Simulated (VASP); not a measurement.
# MgO (lda) (Fm-3m) in VASP: further runs, part 2 of 2

VASP 6.6.1. The steps go on from the part before.

## 4. Single point, LDA

This run uses another cell than the first one, of 8.09 Å³/atom, 0.864 times its volume.

INCAR reads:

```
ALGO = Normal
EDIFF = 1E-6
ENCUT = 600
GGA_COMPAT = False
ISIF = 2
ISMEAR = 0
LASPH = True
LCHARG = True
LELF = True
LREAL = False
LVHAR = True
LWAVE = False
NBANDS = 11
NELM = 120
PREC = Accurate
SIGMA = 0.02
```

KPOINTS reads:

```
k-points
0
Gamma
  10 10 10
```

POSCAR reads:

```
MgO
1.0
    0.0000000000      2.0078697509      2.0078697509
    2.0078697509      0.0000000000      2.0078697509
    2.0078697509      2.0078697509      0.0000000000
Mg O
1 1
Direct
    0.0000000000      0.0000000000      0.0000000000
    0.5000000000      0.5000000000      0.5000000000
```

Launch:

```sh
> cat potpaw_LDA.64/Mg/POTCAR potpaw_LDA.64/O/POTCAR > POTCAR
> mpirun -np 1 vasp_std > vasp.out
```

Wall time 5.3 s (1 thread of Intel Xeon 6975P-C (Granite Rapids), shared host); peak memory 0.13 GiB.

It converged, with:

- Free energy: -13.3495 eV
- Pressure: 20.6 GPa
- Band gap on the k mesh: 6.19 eV, direct

Levels at points of the mesh, in eV from the valence-band top:
| k point | band 2 | band 3 | band 4 | band 5 | band 6 | band 7 |
| --- | --- | --- | --- | --- | --- | --- |
| (0.00, 0.00, 0.00) | 0.00 | 0.00 | 0.00 | 6.19 | 16.30 | 16.30 |
| (0.50, 0.00, 0.00) | -5.38 | -0.85 | -0.85 | 8.67 | 14.06 | 17.51 |
| (0.50, 0.50, 0.00) | -4.78 | -1.58 | -1.58 | 8.99 | 11.35 | 14.47 |

## 5. Relaxation of cell and atoms, LDA, target pressure 22.6 GPa, at which the enthalpy is minimised

This run uses another cell than the first one, of 8.09 Å³/atom, 0.864 times its volume.

INCAR reads:

```
PREC = Accurate ; ENCUT = 600
EDIFF = 1E-7 ; ISMEAR = 0
SIGMA = 0.02 ; LREAL = False
LASPH = True ; NELM = 120
ALGO = Normal ; ISIF = 3
LWAVE = False ; LCHARG = False
IBRION = 2 ; NSW = 100
EDIFFG = -0.002 ; PSTRESS = 226.0
GGA_COMPAT = False ; NELMIN = 4
```

KPOINTS reads:

```
Automatic mesh
0
Gamma
  10 10 10
```

POSCAR is that of step 4.

Potentials or basis: VASP PAW LDA potentials, release 64 (Mg, O).

Launch:

```sh
> cat potpaw_LDA.64/Mg/POTCAR potpaw_LDA.64/O/POTCAR > POTCAR
> mpirun -np 1 vasp_std > vasp.out
```

OUTCAR:

```text
PREC = Accurate
   ENCUT = 600
   EDIFF = 1E-7
   ISMEAR = 0
   LREAL = False
   LASPH = True
   NELM = 120
   ISIF = 3
   IBRION = 2
   NSW = 100
   EDIFFG = -0.002
   PSTRESS = 226.0
   NELMIN = 4

 ion  position               nearest neighbor table
   1  0.000  0.000  0.000-   2 2.01   2 2.01   2 2.01   2 2.01   2 2.01   2 2.01
   2  0.500  0.500  0.500-   1 2.01   1 2.01   1 2.01   1 2.01   1 2.01   1 2.01

  LATTYP: Found a face centered cubic cell.
 ALAT       =     4.0157395018

  Lattice vectors:

 A1 = (   0.0000000000,   2.0078697509,   2.0078697509)
 A2 = (   2.0078697509,   0.0000000000,   2.0078697509)
 A3 = (   2.0078697509,   2.0078697509,   0.0000000000)

Analysis of symmetry for initial positions (statically):
=====================================================================
 Subroutine PRICEL returns:
 Original cell was already a primitive cell.

 Routine SETGRP: Setting up the symmetry group for a
 face centered cubic supercell.

 Subroutine GETGRP returns: Found 48 space group operations
 (whereof 48 operations were pure point group operations)
 out of a pool of 48 trial point group operations.

The static configuration has the point symmetry O_h .

Analysis of symmetry for dynamics (positions and initial velocities):
=====================================================================
 Subroutine PRICEL returns:
 Original cell was already a primitive cell.

 Routine SETGRP: Setting up the symmetry group for a
 face centered cubic supercell.

 Subroutine GETGRP returns: Found 48 space group operations
 (whereof 48 operations were pure point group operations)
 out of a pool of 48 trial point group operations.

The dynamic configuration has the point symmetry O_h .

 Subroutine INISYM returns: Found 48 space group operations
 (whereof 48 operations are pure point group operations),
 and found     1 'primitive' translations
[... 119 lines left out ...]
   LORBIT       =      0    0 simple, 1 ext, 2 COOP (PROOUT), +10 PAW based schemes
   GGA     = CA    functional components
   LHFCALC =     F    Hartree Fock is set to
   AEXX    =    0.0000 exact exchange contribution
   IVDW    =     0    specifies the selected vdW correction
   LEPSILON=     F    determine dielectric tensor
   LRPA    =     F    only Hartree local field effects (RPA)
 conjugate gradient relaxation of ions
 non-spin polarized calculation
 Gauss-broadening in eV      SIGMA  =   0.02
  energy-cutoff  :      600.00
  volume of cell :       16.19
 maximum number of plane-waves:       552
   NGX = 11   NGY = 11   NGZ = 11

--------------------------------------- Ionic step        1  -------------------------------------------

 number of electron       8.0000000 magnetization

 Free energy of the ion-electron system (eV)
  ---------------------------------------------------
  ext. energy  EPLUGINS =         0.00000000
  ---------------------------------------------------
  free energy    TOTEN  =       -13.34953172 eV

  energy without entropy =      -13.34953172  energy(sigma->0) =      -13.34953172

------------------------ aborting loop because EDIFF is reached ----------------------------------------

  FORCE on cell =-STRESS in cart. coord.  units (eV):
  Direction    XX          YY          ZZ          XY          YZ          ZX
  --------------------------------------------------------------------------------------
  -------------------------------------------------------------------------------------
  Total        2.0773241      2.0773241      2.0773241     -0.0000000      0.0000000     -0.0000000
  in kB      205.5787536    205.5787536    205.5787536     -0.0000000      0.0000000     -0.0000000
  external PRESSURE =     -20.4212464 kB  Pullay stress =     226.0000000 kB
[... 63 lines left out ...]
--------------------------------------- Ionic step        3  -------------------------------------------

 number of electron       8.0000000 magnetization

 Free energy of the ion-electron system (eV)
  ---------------------------------------------------
  ext. energy  EPLUGINS =         0.00000000
  ---------------------------------------------------
  free energy    TOTEN  =       -13.33271250 eV

  energy without entropy =      -13.33271250  energy(sigma->0) =      -13.33271250

 E-fermi :   4.2992     XC(G=0): -12.3395

 val. band max:        4.1243142663   @ k =   0.0000   0.0000   0.0000
 cond. band min:      10.4023087275   @ k =   0.0000   0.0000   0.0000
 fundamental gap:      6.2779944612
 Fermi energy:         4.2991598499

 k-point     1 :       0.0000    0.0000    0.0000
  band No.  band energies     occupation
      1     -13.7417      2.00000
      2       4.1243      2.00000
      3       4.1243      2.00000
      4       4.1243      2.00000
      5      10.4023      0.00000
      6      20.4631      0.00000
      7      20.4631      0.00000
      8      20.4631      0.00000
[... 243 lines left out ...]
 k-point    24 :       0.4000    0.3000    0.0000
  band No.  band energies     occupation
      1     -12.0581      2.00000
      2      -0.0287      2.00000
      3       2.5574      2.00000
      4       2.8243      2.00000
      5      14.2255      0.00000
      6      15.3848      0.00000
      7      19.1217      0.00000
      8      24.0270      0.00000

 [... further k-points ...]
[... 5 lines left out ...]
  --------------------------------------------------------------------------------------
  -------------------------------------------------------------------------------------
  Total        2.2657419      2.2657419      2.2657419      0.0000000      0.0000000      0.0000000
  in kB      225.9687729    225.9687729    225.9687729      0.0000000      0.0000000      0.0000000
  external PRESSURE =      -0.0312271 kB  Pullay stress =     226.0000000 kB
[... 21 lines left out ...]
  energy  without entropy=      -13.3327124980  energy(sigma->0) =      -13.33271250

  enthalpy is  TOTEN    =       -11.0666574477 eV   P V=        2.2660550503

 reached required accuracy - stopping structural energy minimisation
```

It took 8.5 s on 1 thread of Intel Xeon 6975P-C (Granite Rapids), shared host; peak memory 0.14 GiB.

Results:

- Free energy: -13.3327 eV
- Relaxed volume: 8.03 Å³/atom
- Relaxed cell: a = 2.832 Å, b = 2.832 Å, c = 2.832 Å, α = 60.00°, β = 60.00°, γ = 60.00°
- Space group after relaxing (to 0.05 Å): Fm-3m (No. 225)
- Energy change on relaxing (the enthalpy is what falls): +8.4 meV/atom
- Ionic steps: 3
- Pressure after relaxing: 22.6 GPa
- Band gap on the k mesh: 6.28 eV, direct

The path:
```csv
step,energy change (eV),largest force (eV/Å),pressure (GPa),volume (Å³)
1,0.0000,0.0000,20.56,16.19
2,0.0338,0.0000,24.56,15.95
3,0.0168,0.0000,22.60,16.06
```

Final structure:
```
CELL_PARAMETERS angstrom
0.00000 2.00269 2.00269
2.00269 0.00000 2.00269
2.00269 2.00269 0.00000
ATOMIC_POSITIONS crystal
Mg 0.00000 0.00000 0.00000
O 0.50000 0.50000 0.50000
```

Levels at points of the mesh, in eV from the valence-band top:
```tsv
k point	band 1	band 2	band 3	band 4	band 5	band 6	band 7	band 8
(0.00, 0.00, 0.00)	-17.87	0.00	0.00	0.00	6.28	16.34	16.34	16.34
(0.50, 0.00, 0.00)	-16.08	-5.42	-0.86	-0.86	8.72	14.15	17.59	17.59
(0.50, 0.50, 0.00)	-15.76	-4.81	-1.60	-1.60	8.99	11.44	14.56	21.03
```

Caveat: the cell is relaxed towards a set pressure, so the enthalpy falls and the energy may rise. LDA usually gives volumes a few per cent too small.

## 6. Relaxation of cell and atoms, LDA, target pressure 22.6 GPa, at which the enthalpy is minimised

INCAR reads:

```
SYSTEM = MgO
PREC = Accurate ; ENCUT = 600
EDIFF = 1E-7 ; ISMEAR = 0
SIGMA = 0.02 ; LREAL = .False.
LASPH = .True. ; NELM = 120
ALGO = Normal ; ISIF = 3
LWAVE = .False. ; LCHARG = .False.
GGA = CA ; IBRION = 2
NSW = 100 ; EDIFFG = -0.002
PSTRESS = 226.0 ; GGA_COMPAT = .False.
NELMIN = 4
```

KPOINTS reads:

```
regular mesh
0
Gamma
  10 10 10
  0 0 0
```

POSCAR reads:

```
MgO
1.0
    0.0000000000      2.1085000000      2.1085000000
    2.1085000000      0.0000000000      2.1085000000
    2.1085000000      2.1085000000      0.0000000000
Mg O
1 1
Direct
    0.0000000000      0.0000000000      0.0000000000
    0.5000000000      0.5000000000      0.5000000000
```

Potentials or basis: VASP PAW LDA potentials, release 64 (Mg, O).

Launch:

```sh
> cat potpaw_LDA.64/Mg/POTCAR potpaw_LDA.64/O/POTCAR > POTCAR
> mpirun -np 1 vasp_std > vasp.out
```

Wall time 15 s (1 thread of Intel Xeon 6975P-C (Granite Rapids), shared host); peak memory 0.14 GiB.

The run converged. Its results:

| Quantity | Value |
| --- | --- |
| Free energy | -13.3403 eV |
| Relaxed volume | 8.03 Å³/atom |
| Relaxed cell | a = 2.832 Å, b = 2.832 Å, c = 2.832 Å, α = 60.00°, β = 60.00°, γ = 60.00° |
| Space group after relaxing (to 0.05 Å) | Fm-3m (No. 225) |
| Energy change on relaxing (the enthalpy is what falls) | +42.3 meV/atom |
| Ionic steps | 6 |
| Pressure after relaxing | 22.6 GPa |
| Band gap on the k mesh | 6.28 eV, direct |

The path:
| step | energy change (eV) | largest force (eV/Å) | pressure (GPa) | volume (Å³) |
| --- | --- | --- | --- | --- |
| 1 | 0.0000 | 0.0000 | -8.48 | 18.75 |
| 2 | 0.5544 | 0.0000 | 63.70 | 14.23 |
| 3 | 0.0789 | 0.0000 | 21.92 | 16.10 |
| 4 | 0.0859 | 0.0000 | 22.76 | 16.05 |
| 5 | 0.0834 | 0.0000 | 22.47 | 16.07 |
| 6 | 0.0845 | 0.0000 | 22.60 | 16.06 |

Final structure:
```
CELL_PARAMETERS angstrom
0.00000 2.00251 2.00251
2.00251 0.00000 2.00251
2.00251 2.00251 0.00000
ATOMIC_POSITIONS crystal
Mg 0.00000 0.00000 0.00000
O 0.50000 0.50000 0.50000
```

Levels at points of the mesh, in eV from the valence-band top:
| k point | band 2 | band 3 | band 4 | band 5 | band 6 | band 7 |
| --- | --- | --- | --- | --- | --- | --- |
| (0.00, 0.00, 0.00) | 0.00 | 0.00 | 0.00 | 6.28 | 16.34 | 16.34 |
| (0.50, 0.00, 0.00) | -5.42 | -0.86 | -0.86 | 8.73 | 14.15 | 17.60 |
| (0.50, 0.50, 0.00) | -4.81 | -1.60 | -1.60 | 8.99 | 11.45 | 14.57 |

Caveat: the cell is relaxed towards a set pressure, so the enthalpy falls and the energy may rise.

## 7. The runs side by side

| task | cell | k mesh | smearing | gap on the mesh (eV) | pressure (GPa) |
| --- | --- | --- | --- | --- | --- |
| single point | a = 2.982 Å, angles 60.0°, 2 atoms | 8 × 8 × 8 | gaussian 0.1 eV | 4.62 | -8.5 |
| single point | a = 2.840 Å, angles 60.0°, 2 atoms | 10 × 10 × 10 | gaussian 0.02 eV | 6.19 | 20.6 |
| relaxation of cell and atoms | relaxed to 22.6 GPa from a = 2.840 Å, angles 60.0°, 2 atoms | 10 × 10 × 10 | gaussian 0.02 eV | 6.28 | 22.6 |
| relaxation of cell and atoms | relaxed to 22.6 GPa from a = 2.982 Å, angles 60.0°, 2 atoms | 10 × 10 × 10 | gaussian 0.02 eV | 6.28 | 22.6 |

Alike in all rows: level LDA; potentials or basis VASP PAW LDA potentials, release 64 (Mg, O); no spin polarisation; cutoff (eV) 600.

Caveats: the cell is relaxed towards a set pressure, so the enthalpy falls and the energy may rise (some runs).

Absolute energies hang on the potentials; compare differences alone.
